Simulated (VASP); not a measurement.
Input of a VASP 6.6.1 run:

The input INCAR:

```
SYSTEM = Ta
PREC = Accurate
ENCUT = 600
EDIFF = 1E-7
ISMEAR = 0
SIGMA = 0.1
LREAL = .False.
LASPH = .True.
NELM = 100
ALGO = Normal
ISIF = 3
LWAVE = .False.
LCHARG = .False.
GGA = PS
IBRION = 2
NSW = 80
EDIFFG = -0.01
```

The input KPOINTS:

```
Automatic mesh
0
Gamma
  18 18 18
  0 0 0
```

Contents of POSCAR:

```
Ta
1.0
   -1.6309147326      1.6309147326      1.6309147326
    1.6309147326     -1.6309147326      1.6309147326
    1.6309147326      1.6309147326     -1.6309147326
Ta
1
Direct
    0.0000000000      0.0000000000      0.0000000000
```

Potentials or basis: VASP PAW PBE potentials, release 64 (Ta_pv).

Launch:

```console
$ cat potpaw_PBE.64/Ta_pv/POTCAR > POTCAR
$ mpirun -np 1 vasp_std > vasp.out
```

Question: What does it give for the space group after relaxing (to 0.05 Å)?

Answer: Im-3m (No. 229).

Question: Estimate the relaxed volume.

Answer: 17.67 Å³/atom.

Question: Estimate the relaxed cell.

Answer: a = 2.842 Å, b = 2.842 Å, c = 2.842 Å, α = 109.47°, β = 109.47°, γ = 109.47°.

Final structure:
```cif
data_structure
_symmetry_space_group_name_H-M 'P 1'
_symmetry_Int_Tables_number 1
_cell_length_a 2.8422
_cell_length_b 2.8422
_cell_length_c 2.8422
_cell_angle_alpha 109.471
_cell_angle_beta 109.471
_cell_angle_gamma 109.471
_cell_volume 17.67
loop_
_atom_site_label
_atom_site_type_symbol
_atom_site_fract_x
_atom_site_fract_y
_atom_site_fract_z
_atom_site_occupancy
Ta1 Ta 0.00000 0.00000 0.00000 1
```

Caveat: the PAW data sets were made with another functional, which shifts forces and pressure a little.
